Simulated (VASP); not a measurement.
Wanted: the native input for a VASP 6.6.1 run.

* Task: electric field gradients
* Functional: PBE
* Potentials or basis: VASP PAW PBE potentials, release 64 (Gd)
* Cutoff: 520 eV
* k mesh: 14 × 14 × 14
* Occupations: fermi-dirac, width 0.08 eV
* Spin: collinear spin, ferromagnetic start
* Starting moments: [7.0] μB
* Dipole correction: no
* Further INCAR settings: ALGO = Normal; EDIFF = 1e-08; NBANDS = 19

The structure of Gd lies in POSCAR:

```
Gd
1.0
   -1.9906713343      1.9906713343      1.9906713343
    1.9906713343     -1.9906713343      1.9906713343
    1.9906713343      1.9906713343     -1.9906713343
Gd
1
Direct
    0.0000000000      0.0000000000      0.0000000000
```

This isn't the form of Gd at room conditions, which is hcp.

One way to write it, as run:

INCAR

```
  PREC = Accurate
  ENCUT = 520
  EDIFF = 1E-8
  ISMEAR = -1
  SIGMA = 0.08
  LREAL = False
  LASPH = True
  NELM = 150
  ALGO = Normal
  ISIF = 2
  LWAVE = False
  LCHARG = False
  ISPIN = 2
  MAGMOM = 7
  LORBIT = 11
  LMAXMIX = 6
  GGA = PE
  LEFG = True
  NBANDS = 19
```

KPOINTS

```
Automatic mesh
0
Gamma
  14 14 14
```

Potentials or basis: VASP PAW PBE potentials, release 64 (Gd).

Run with:

```sh
$ cat potpaw_PBE.64/Gd/POTCAR > POTCAR
$ mpirun -np 1 vasp_std > vasp.out
```

It gave:

```json
{"Pressure": "1.9 GPa", "Net moment": "7.61 μB per cell", "Site moments": "Gd +7.00 μB", "Largest electric field gradient by atom": "zero within the noise of the run", "Valence electrons inside the program's atomic spheres": "Gd 15.23"}
```

Run time: 3 min on 1 thread of Intel(R) Xeon(R) 6975P-C (Granite Rapids), on a shared host, peak memory 0.26 GiB.
